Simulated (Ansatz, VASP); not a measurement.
# One calculation of BaS, two programs

INCAR

```
PREC     = Accurate       # precision mode
ENCUT    = 500            # plane-wave cutoff, eV
EDIFF    = 1E-6           # SCF threshold, eV
ISMEAR   = 0              # smearing method
SIGMA    = 0.02           # smearing width, eV
LREAL    = F              # projectors in reciprocal space
LASPH    = T              # aspherical terms in the spheres
NELM     = 120            # most SCF steps
ALGO     = Normal         # electronic algorithm
ISIF     = 2              # what is computed and relaxed
LWAVE    = F              # write WAVECAR
LCHARG   = F              # write CHGCAR
GGA      = PE             # functional
NBANDS   = 15             # bands
GGA_COMPAT= F
```

The input KPOINTS:

```
Automatic mesh
0
Gamma
  8 8 8
```

File POSCAR:

```
BaS
1.0
    0.0000000000      3.1049856192      3.1049856192
    3.1049856192      0.0000000000      3.1049856192
    3.1049856192      3.1049856192      0.0000000000
Ba S
1 1
Direct
    0.0000000000      0.0000000000      0.0000000000
    0.5000000000      0.5000000000      0.5000000000
```

Input for Ansatz:

```yaml
crystal:
  lattice:
    - [0.0, 3.1049856192, 3.1049856192]
    - [3.1049856192, 0.0, 3.1049856192]
    - [3.1049856192, 3.1049856192, 0.0]
  atoms:
    - { symbol: Ba, position: [0.0, 0.0, 0.0] }
    - { symbol: S, position: [0.5, 0.5, 0.5] }
basis:
  ecutwfc: 420
kpoints:
  mp_grid: { grid: [8, 8, 8] }
hamiltonian:
  xc: pbe
scf:
  occupations: { method: gaussian, width: 0.02 }
output:
  forces: true
  stress: true
  eigenvalues: true
```

Alike in both runs: task single point; functional PBE; k mesh 8 × 8 × 8; occupations gaussian, width 0.02 eV; no spin polarisation.

|  | VASP | Ansatz |
| --- | --- | --- |
| version | VASP 6.6.1 | Ansatz 0.2.0 |
| potentials or method | VASP PAW PBE potentials, release 64 (Ba_sv, S), cutoff 500 eV | scalar-relativistic, plane waves, PAW |
| valence electrons in the cell | 16 | 16 |

Ansatz gave:

| Quantity | Value |
| --- | --- |
| gap on the k mesh at the Fermi level (eV) | 2.06 |
| least direct gap on the mesh (eV) | 2.10 |
| pressure (GPa) | 5.5 |

Which values does VASP return?

gap on the k mesh at the Fermi level (eV): 1.94; least direct gap on the mesh (eV): 2.02; pressure (GPa): 6.3.

With one functional, cell and mesh, what is left measures potentials, basis and numerics.

Spin-orbit coupling is off throughout.
